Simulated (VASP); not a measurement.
# Hf (Fd-3m) in VASP: notebook

Runs on Hf. Level: RPBE. Tasks: single point.

All numbers are computed with VASP 6.6.1; they aren't measurements. Logs are shortened: lines on timing, memory, paths and dates and some standing lists are left out, and cuts for length are marked.

## 1. The cell of the first run

The structure is cubic, space group Fd-3m (No. 227). Conventional cell: a = 6.741 Å, b = 6.741 Å, c = 6.741 Å, α = 90.00°, β = 90.00°, γ = 90.00°. Within 3.8 Å of Hf (site symmetry -43m) lie 4 Hf at 2.92 Å.

## 2. Single point, RPBE (volume scaled by 1.04)

INCAR

```
SYSTEM = Hf
PREC = Accurate
ENCUT = 520
EDIFF = 1E-6
ISMEAR = -1
SIGMA = 0.1
LREAL = .FALSE.
LASPH = .TRUE.
NELM = 80
ALGO = Normal
ISIF = 2
LWAVE = .FALSE.
LCHARG = .FALSE.
GGA = RP
NBANDS = 17
```

KPOINTS

```
Automatic mesh
0
G
  9 9 9
  0 0 0
```

POSCAR

```
Hf
1.0
    0.0000000000      3.3705086096      3.3705086096
    3.3705086096      0.0000000000      3.3705086096
    3.3705086096      3.3705086096      0.0000000000
Hf
2
Direct
    0.1250000000      0.1250000000      0.1250000000
    0.8750000000      0.8750000000      0.8750000000
```

Potentials or basis: VASP PAW PBE potentials, release 64 (Hf_pv).

Started as:

```sh
cat potpaw_PBE.64/Hf_pv/POTCAR > POTCAR
mpirun -np 1 vasp_std > vasp.out
```

OUTCAR:

```text
SYSTEM = Hf
   PREC = Accurate
   ENCUT = 520
   EDIFF = 1E-6
   ISMEAR = -1
   LREAL = .FALSE.
   LASPH = .TRUE.
   NELM = 80
   ISIF = 2
   GGA = RP

 ion  position               nearest neighbor table
   1  0.125  0.125  0.125-   2 2.92   2 2.92   2 2.92   2 2.92
   2  0.875  0.875  0.875-   1 2.92   1 2.92   1 2.92   1 2.92

  LATTYP: Found a face centered cubic cell.
 ALAT       =     6.7410172192

  Lattice vectors:

 A1 = (   0.0000000000,   3.3705086096,   3.3705086096)
 A2 = (   3.3705086096,   0.0000000000,   3.3705086096)
 A3 = (   3.3705086096,   3.3705086096,   0.0000000000)

Analysis of symmetry for initial positions (statically):
=====================================================================
 Subroutine PRICEL returns:
 Original cell was already a primitive cell.

 Routine SETGRP: Setting up the symmetry group for a
 face centered cubic supercell.

 Subroutine GETGRP returns: Found 48 space group operations
 (whereof 12 operations were pure point group operations)
 out of a pool of 48 trial point group operations.

The static configuration has the point symmetry D_3d.
 The point group associated with its full space group is O_h .

Analysis of symmetry for dynamics (positions and initial velocities):
=====================================================================
 Subroutine PRICEL returns:
 Original cell was already a primitive cell.

 Routine SETGRP: Setting up the symmetry group for a
 face centered cubic supercell.

 Subroutine GETGRP returns: Found 48 space group operations
 (whereof 12 operations were pure point group operations)
 out of a pool of 48 trial point group operations.

The dynamic configuration has the point symmetry D_3d.
 The point group associated with its full space group is O_h .

 Subroutine INISYM returns: Found 48 space group operations
 (whereof 12 operations are pure point group operations),
 and found     1 'primitive' translations

----------------------------------------------------------------------------------------

                                     Primitive cell

  volume of cell :      76.5802

  direct lattice vectors                    reciprocal lattice vectors
     0.000000000  3.370508610  3.370508610    -0.148345564  0.148345564  0.148345564
     3.370508610  0.000000000  3.370508610     0.148345564 -0.148345564  0.148345564
     3.370508610  3.370508610  0.000000000     0.148345564  0.148345564 -0.148345564

  length of vectors
     4.766618988  4.766618988  4.766618988     0.256942054  0.256942054  0.256942054

  position of ions in fractional coordinates (direct lattice)
     0.125000000  0.125000000  0.125000000
     0.875000000  0.875000000  0.875000000

  ion indices of the primitive-cell ions
   primitive index   ion index
                 1           1
                 2           2

----------------------------------------------------------------------------------------

 KPOINTS: Automatic mesh

Automatic generation of k-mesh.
 Grid dimensions read from file:
 generate k-points for:    9    9    9

 Generating k-lattice:

  Cartesian coordinates                     Fractional coordinates (reciprocal lattice)
    -0.016482840  0.016482840  0.016482840     0.111111111  0.000000000  0.000000000
     0.016482840 -0.016482840  0.016482840     0.000000000  0.111111111  0.000000000
     0.016482840  0.016482840 -0.016482840     0.000000000  0.000000000  0.111111111

  Length of vectors
     0.028549117  0.028549117  0.028549117

  Shift w.r.t. Gamma in fractional coordinates (k-lattice)
     0.000000000  0.000000000  0.000000000

 Subroutine IBZKPT returns following result:
 ===========================================

 Found     35 irreducible k-points:

 Following reciprocal coordinates:
            Coordinates               Weight
  0.000000  0.000000  0.000000      1.000000
  0.111111  0.000000  0.000000      8.000000
  0.222222  0.000000  0.000000      8.000000
  0.333333  0.000000  0.000000      8.000000
  0.444444  0.000000  0.000000      8.000000
  0.111111  0.111111  0.000000      6.000000
[... 16 lines left out ...]
 -0.333333  0.333333  0.000000     12.000000
  0.444444  0.444444  0.000000      6.000000
 [... further k-points ...]
   k-points           NKPTS =     35   k-points in BZ     NKDIM =     35   number of bands    NBANDS=     17
   number of dos      NEDOS =    301   number of ions     NIONS =      2
   total plane-waves  NPLWV =  46656
   dimension x,y,z NGX =    36 NGY =   36 NGZ =   36
   dimension x,y,z NGXF=    72 NGYF=   72 NGZF=   72
   ions per type =               2
   NGX,Y,Z   is equivalent  to a cutoff of  12.56, 12.56, 12.56 a.u.
   NGXF,Y,Z  is equivalent  to a cutoff of  25.11, 25.11, 25.11 a.u.
 SYSTEM =  Hf
   PREC   = accura    normal or accurate (medium, high low for compatibility)
   ISTART =      0    job   : 0-new  1-cont  2-samecut
   ICHARG =      2    charge: 1-file 2-atom 10-const
   ISPIN  =      1    spin polarized calculation?
   LNONCOLLINEAR =      F non collinear calculations
   LSORBIT =      F    spin-orbit coupling
   LASPH  =      T    aspherical Exc in radial PAW
   ENCUT  =  520.0 eV  38.22 Ry    6.18 a.u.   8.86  8.86  8.86*2*pi/ulx,y,z
   NELM   =     80;   NELMIN=  2; NELMDL= -5     # of ELM steps
   EDIFF  = 0.1E-05   stopping-criterion for ELM
   LREAL  =      F    real-space projection
   EDIFFG = 0.1E-04   stopping-criterion for IOM
   NSW    =      0    number of steps for IOM
   IBRION =     -1    ionic relax: 0-MD 1-quasi-New 2-CG
   NFREE  =      0    steps in history (QN), initial steepest desc. (CG)
   ISIF   =      2    stress and relaxation
   ISYM   =      2    0-nonsym 1-usesym 2-fastsym
   POTIM  = 0.5000    time-step for ionic-motion
   TEBEG  =    0.0;   TEEND  =   0.0 temperature during run
   PSTRESS=    0.0 pullay stress
   NELECT =      20.0000    total number of electrons
   NUPDOWN=      -1.0000    fix difference up-down
   EMIN   =  10.00;   EMAX   =-10.00  energy-range for DOS
   EFERMI =   0.00;   METHOD = LEGACY
   ISMEAR =    -1;   SIGMA  =   0.10  broadening in eV -4-tet -1-fermi 0-gaus
   EFERMI_NEDOS =   21; number of points for ismear=-14 and -15
   IALGO  =     38    algorithm
   IMIX   =      4    mixing-type and parameters
     AMIX     =   0.40;   BMIX     =  1.00
     AMIX_MAG =   1.60;   BMIX_MAG =  1.00
  volume/ion in A,a.u.               =      38.29       258.39
  Fermi-wavevector in a.u.,A,eV,Ry     =   1.046436  1.977478 14.898768  1.095029
  Thomas-Fermi vector in A             =   2.181274
   LORBIT       =      0    0 simple, 1 ext, 2 COOP (PROOUT), +10 PAW based schemes
   GGA     = RP    functional components
   LHFCALC =     F    Hartree Fock is set to
   AEXX    =    0.0000 exact exchange contribution
   IVDW    =     0    specifies the selected vdW correction
   LEPSILON=     F    determine dielectric tensor
   LRPA    =     F    only Hartree local field effects (RPA)
 non-spin polarized calculation
  energy-cutoff  :      520.00
  volume of cell :       76.58
 maximum number of plane-waves:      2085
   NGX = 17   NGY = 17   NGZ = 17

 number of electron      19.9999998 magnetization

 Free energy of the ion-electron system (eV)
  ---------------------------------------------------
  ext. energy  EPLUGINS =         0.00000000
  ---------------------------------------------------
  free energy    TOTEN  =       -13.76132518 eV

  energy without entropy =      -13.58807089  energy(sigma->0) =      -13.67469804

 E-fermi :   1.2933     XC(G=0):  -8.6563

 val. band max:        1.2501784954   @ k =  -0.3333   0.1111   0.0000
 cond. band min:       1.2957452986   @ k =   0.4444   0.1111   0.0000
 fundamental gap:      0.0455668032
 Fermi energy:         1.2932864995

 k-point     1 :       0.0000    0.0000    0.0000
  band No.  band energies     occupation
      1     -29.8464      2.00000
      2     -29.8464      2.00000
      3     -29.8464      2.00000
      4     -29.3997      2.00000
      5     -29.3997      2.00000
      6     -29.3997      2.00000
[... 9 lines left out ...]
     16       6.3900      0.00000
     17       6.3900      0.00000

 k-point     2 :       0.1111    0.0000    0.0000
  band No.  band energies     occupation
      1     -29.8522      2.00000
      2     -29.8522      2.00000
      3     -29.8447      2.00000
      4     -29.4023      2.00000
      5     -29.3936      2.00000
      6     -29.3936      2.00000
[... 9 lines left out ...]
     16       6.3513      0.00000
     17       6.3513      0.00000

 k-point     3 :       0.2222    0.0000    0.0000
  band No.  band energies     occupation
      1     -29.8664      2.00000
      2     -29.8664      2.00000
      3     -29.8406      2.00000
      4     -29.4090      2.00000
      5     -29.3790      2.00000
      6     -29.3790      2.00000
[... 9 lines left out ...]
     16       6.2124      0.00000
     17       6.2124      0.00000

 k-point     4 :       0.3333    0.0000    0.0000
  band No.  band energies     occupation
      1     -29.8815      2.00000
      2     -29.8815      2.00000
      3     -29.8359      2.00000
      4     -29.4166      2.00000
      5     -29.3634      2.00000
      6     -29.3634      2.00000
[... 9 lines left out ...]
     16       5.9269      0.00000
     17       5.9269      0.00000

 k-point     5 :       0.4444    0.0000    0.0000
  band No.  band energies     occupation
      1     -29.8909      2.00000
      2     -29.8909      2.00000
      3     -29.8330      2.00000
      4     -29.4214      2.00000
      5     -29.3537      2.00000
      6     -29.3537      2.00000
[... 9 lines left out ...]
     16       5.5730      0.00000
     17       5.6929      0.00000

 k-point     6 :       0.1111    0.1111    0.0000
  band No.  band energies     occupation
      1     -29.8590      2.00000
      2     -29.8590      2.00000
      3     -29.8336      2.00000
      4     -29.4140      2.00000
      5     -29.3867      2.00000
      6     -29.3867      2.00000
[... 9 lines left out ...]
     16       6.1584      0.00000
     17       6.4844      0.00000

 k-point     7 :       0.2222    0.1111    0.0000
  band No.  band energies     occupation
      1     -29.8735      2.00000
      2     -29.8733      2.00000
      3     -29.8217      2.00000
      4     -29.4278      2.00000
      5     -29.3723      2.00000
      6     -29.3717      2.00000
[... 9 lines left out ...]
     16       5.9017      0.00000
     17       6.4837      0.00000

 k-point     8 :       0.3333    0.1111    0.0000
  band No.  band energies     occupation
      1     -29.8910      2.00000
      2     -29.8884      2.00000
      3     -29.8107      2.00000
      4     -29.4409      2.00000
      5     -29.3563      2.00000
      6     -29.3548      2.00000
[... 9 lines left out ...]
     16       5.5829      0.00000
     17       6.3085      0.00000
[... 203 lines left out ...]
      1     -29.9186      2.00000
      2     -29.8842      2.00000
      3     -29.7904      2.00000
      4     -29.4617      2.00000
      5     -29.3606      2.00000
      6     -29.3275      2.00000
[... 9 lines left out ...]
     16       5.0232      0.00000
     17       6.4868      0.00000

 k-point    20 :       0.3333    0.3333    0.0000
  band No.  band energies     occupation
      1     -29.9179      2.00000
      2     -29.9179      2.00000
      3     -29.7392      2.00000
      4     -29.5168      2.00000
      5     -29.3259      2.00000
      6     -29.3259      2.00000
[... 9 lines left out ...]
     16       4.6782      0.00000
     17       6.4927      0.00000

 k-point    21 :       0.4444    0.3333    0.0000
  band No.  band energies     occupation
      1     -29.9315      2.00000
      2     -29.9266      2.00000
      3     -29.7069      2.00000
      4     -29.5501      2.00000
      5     -29.3169      2.00000
      6     -29.3126      2.00000
[... 9 lines left out ...]
     16       4.5386      0.00000
     17       6.2030      0.00000

 k-point    22 :      -0.4444    0.3333    0.0000
  band No.  band energies     occupation
      1     -29.9433      2.00000
      2     -29.9255      2.00000
      3     -29.6880      2.00000
      4     -29.5683      2.00000
      5     -29.3180      2.00000
      6     -29.3020      2.00000
[... 9 lines left out ...]
     16       5.4071      0.00000
     17       5.4350      0.00000

 k-point    23 :      -0.3333    0.3333    0.0000
  band No.  band energies     occupation
      1     -29.9459      2.00000
      2     -29.9151      2.00000
      3     -29.7125      2.00000
      4     -29.5424      2.00000
      5     -29.3286      2.00000
      6     -29.3004      2.00000
[... 9 lines left out ...]
     16       4.7381      0.00000
     17       6.0329      0.00000

 k-point    24 :       0.4444    0.4444    0.0000
  band No.  band energies     occupation
      1     -29.9358      2.00000
      2     -29.9358      2.00000
      3     -29.6680      2.00000
      4     -29.5908      2.00000
      5     -29.3074      2.00000
      6     -29.3074      2.00000
[... 9 lines left out ...]
     16       4.2532      0.00000
     17       6.0270      0.00000

 [... further k-points ...]
[... 5 lines left out ...]
  --------------------------------------------------------------------------------------
  -------------------------------------------------------------------------------------
  Total       -0.6191694     -0.6191694     -0.6191694     -0.0000000     -0.0000000      0.0000000
  in kB      -12.9539956    -12.9539956    -12.9539956     -0.0000000     -0.0000000      0.0000000
  external PRESSURE =     -12.9539956 kB  Pullay stress =       0.0000000 kB

 VOLUME and BASIS-vectors are now :
 -----------------------------------------------------------------------------
  energy-cutoff  :      520.00
  volume of cell :       76.58
      direct lattice vectors                 reciprocal lattice vectors
     0.000000000  3.370508610  3.370508610    -0.148345564  0.148345564  0.148345564
     3.370508610  0.000000000  3.370508610     0.148345564 -0.148345564  0.148345564
     3.370508610  3.370508610  0.000000000     0.148345564  0.148345564 -0.148345564

 POSITION                                       TOTAL-FORCE (eV/Angst)
 -----------------------------------------------------------------------------------
      0.84263      0.84263      0.84263         0.000000     -0.000000      0.000000
      5.89839      5.89839      5.89839        -0.000000      0.000000     -0.000000
 -----------------------------------------------------------------------------------
    total drift:                                0.000000      0.000000      0.000000

  FREE ENERGIE OF THE ION-ELECTRON SYSTEM (eV)
  ---------------------------------------------------
  free  energy   TOTEN  =       -13.7613251776 eV

  energy  without entropy=      -13.5880708944  energy(sigma->0) =      -13.67469804
```

Run time: 37 s. Hardware: 1 thread of Intel Xeon Platinum 8259CL at 2.50GHz (Skylake/Cascade Lake), shared host; peak memory 0.21 GiB.

Results:

```yaml
Free_energy: -13.7613 eV
Pressure: -1.3 GPa
Band_gap_on_the_k_mesh: zero (band 10 reaches 1.54 eV, above the bottom of band 11 at 1.04 eV)
```

Caveat: the cell differs from its parent crystal (volume scaled by 1.04); the PAW data sets were made with another functional, which shifts forces and pressure a little; spin-orbit coupling is left out, which moves the levels of the heavy elements.

## 3. Single point, RPBE (volume scaled by 1.08)

INCAR

```
SYSTEM = Hf
ALGO = Normal
EDIFF = 1E-7
ENCUT = 520
GGA = RP
ISIF = 2
ISMEAR = -1
LASPH = .True.
LCHARG = .False.
LREAL = .False.
LWAVE = .False.
NBANDS = 17
NELM = 80
PREC = Accurate
SIGMA = 0.1
```

KPOINTS

```
k-points
0
Gamma
  9 9 9
  0 0 0
```

POSCAR

```
Hf
1.0
    0.0000000000      3.4131778053      3.4131778053
    3.4131778053      0.0000000000      3.4131778053
    3.4131778053      3.4131778053      0.0000000000
Hf
2
Direct
    0.1250000000      0.1250000000      0.1250000000
    0.8750000000      0.8750000000      0.8750000000
```

Potentials or basis: VASP PAW PBE potentials, release 64 (Hf_pv).

Started as:

```sh
cat potpaw_PBE.64/Hf_pv/POTCAR > POTCAR
mpirun -np 1 vasp_std > vasp.out
```

Wall time 41 s (1 thread of Intel Xeon Platinum 8259CL at 2.50GHz (Skylake/Cascade Lake), shared host); peak memory 0.21 GiB.

It converged, with:

* Free energy: -13.7289 eV
* Pressure: -2.3 GPa
* Band gap on the k mesh: zero (band 10 reaches 1.37 eV, above the bottom of band 11 at 0.90 eV)

Levels at points of the mesh, in eV from the Fermi level:
| k point | band 8 | band 9 | band 10 | band 11 | band 12 | band 13 |
| --- | --- | --- | --- | --- | --- | --- |
| (0.00, 0.00, 0.00) | -0.15 | -0.15 | 0.07 | 0.07 | 0.07 | 1.82 |

Caveat: the cell differs from its parent crystal (volume scaled by 1.08); the PAW data sets were made with another functional, which shifts forces and pressure a little; spin-orbit coupling is left out, which moves the levels of the heavy elements.

## 4. Single point, RPBE (volume scaled by 1.12)

INCAR

```
PREC = Accurate
ENCUT = 520
EDIFF = 1E-6
ISMEAR = -1
SIGMA = 0.1
LREAL = F
LASPH = T
NELM = 60
ALGO = Normal
ISIF = 2
LWAVE = F
LCHARG = F
GGA = RP
NBANDS = 17
```

KPOINTS

```
Automatic mesh
0
Gamma
  9 9 9
```

POSCAR

```
Hf
1.0
    0.0000000000      3.4548060275      3.4548060275
    3.4548060275      0.0000000000      3.4548060275
    3.4548060275      3.4548060275      0.0000000000
Hf
2
Direct
    0.1250000000      0.1250000000      0.1250000000
    0.8750000000      0.8750000000      0.8750000000
```

Started as:

```sh
cat potpaw_PBE.64/Hf_pv/POTCAR > POTCAR
mpirun -np 1 vasp_std > vasp.out
```

Wall time 35 s (1 thread of Intel Xeon Platinum 8259CL at 2.50GHz (Skylake/Cascade Lake), shared host); peak memory 0.22 GiB.

It converged, with:

| Item | Value |
| --- | --- |
| Free energy | -13.6799 eV |
| Pressure | -3.1 GPa |
| Band gap on the k mesh | zero (band 10 reaches 1.21 eV, above the bottom of band 11 at 0.78 eV) |

Levels at points of the mesh, in eV from the Fermi level:
| k point | band 7 | band 8 | band 9 | band 10 | band 11 | band 12 | band 13 | band 14 |
| --- | --- | --- | --- | --- | --- | --- | --- | --- |
| (0.00, 0.00, 0.00) | -4.81 | -0.11 | -0.11 | 0.05 | 0.05 | 0.05 | 1.76 | 1.76 |

Caveat: the cell differs from its parent crystal (volume scaled by 1.12); the PAW data sets were made with another functional, which shifts forces and pressure a little; spin-orbit coupling is left out, which moves the levels of the heavy elements.

## 5. Single point, RPBE

This run uses another cell than the first one, of 36.82 Å³/atom, 0.962 times its volume.

INCAR

```
ALGO = Normal
EDIFF = 1E-6
ENCUT = 520
GGA = RP
ISIF = 2
ISMEAR = -1
LASPH = T
LCHARG = F
LREAL = F
LWAVE = F
NBANDS = 17
NELM = 80
PREC = Accurate
SIGMA = 0.1
```

KPOINTS

```
k-points
0
Gamma
  14 14 14
```

POSCAR

```
Hf
1.0
    0.0000000000      3.3267308154      3.3267308154
    3.3267308154      0.0000000000      3.3267308154
    3.3267308154      3.3267308154      0.0000000000
Hf
2
Direct
    0.1250000000      0.1250000000      0.1250000000
    0.8750000000      0.8750000000      0.8750000000
```

Started as:

```sh
cat potpaw_PBE.64/Hf_pv/POTCAR > POTCAR
mpirun -np 1 vasp_std > vasp.out
```

Wall time 87 s (1 thread of Intel Xeon Platinum 8259CL at 2.50GHz (Skylake/Cascade Lake), shared host); peak memory 0.27 GiB.

It converged, with:

| Item | Value |
| --- | --- |
| Free energy | -13.7763 eV |
| Pressure | -0.2 GPa |
| Band gap on the k mesh | zero (band 10 reaches 1.76 eV, above the bottom of band 11 at 1.15 eV) |

Levels at points of the mesh, in eV from the Fermi level:
```
           k point  band 7  band 8  band 9  band 10  band 11  band 12  band 13  band 14
(0.00, 0.00, 0.00)   -5.01   -0.23   -0.23     0.12     0.12     0.12     1.97     1.97
(0.50, 0.00, 0.00)   -3.01   -0.84   -0.20    -0.20    -0.12     0.20     0.20     2.88
(0.50, 0.50, 0.00)   -1.31   -1.31   -1.14    -1.14     0.33     0.33     2.06     2.06
```

Caveat: the PAW data sets were made with another functional, which shifts forces and pressure a little; spin-orbit coupling is left out, which moves the levels of the heavy elements.

## 6. Summary

| cell | k mesh | gap on the mesh (eV) | pressure (GPa) |
| --- | --- | --- | --- |
| a = 4.767 Å, angles 60.0°, 2 atoms | 9 × 9 × 9 | none | -1.3 |
| a = 4.827 Å, angles 60.0°, 2 atoms | 9 × 9 × 9 | none | -2.3 |
| a = 4.886 Å, angles 60.0°, 2 atoms | 9 × 9 × 9 | none | -3.1 |
| a = 4.705 Å, angles 60.0°, 2 atoms | 14 × 14 × 14 | none | -0.2 |

Alike in all rows: task single point; level RPBE; potentials or basis VASP PAW PBE potentials, release 64 (Hf_pv); no spin polarisation; cutoff (eV) 520; smearing fermi-dirac 0.1 eV.

Caveats: the PAW data sets were made with another functional, which shifts forces and pressure a little; spin-orbit coupling is left out, which moves the levels of the heavy elements.

Absolute energies hang on the potentials; compare differences alone.
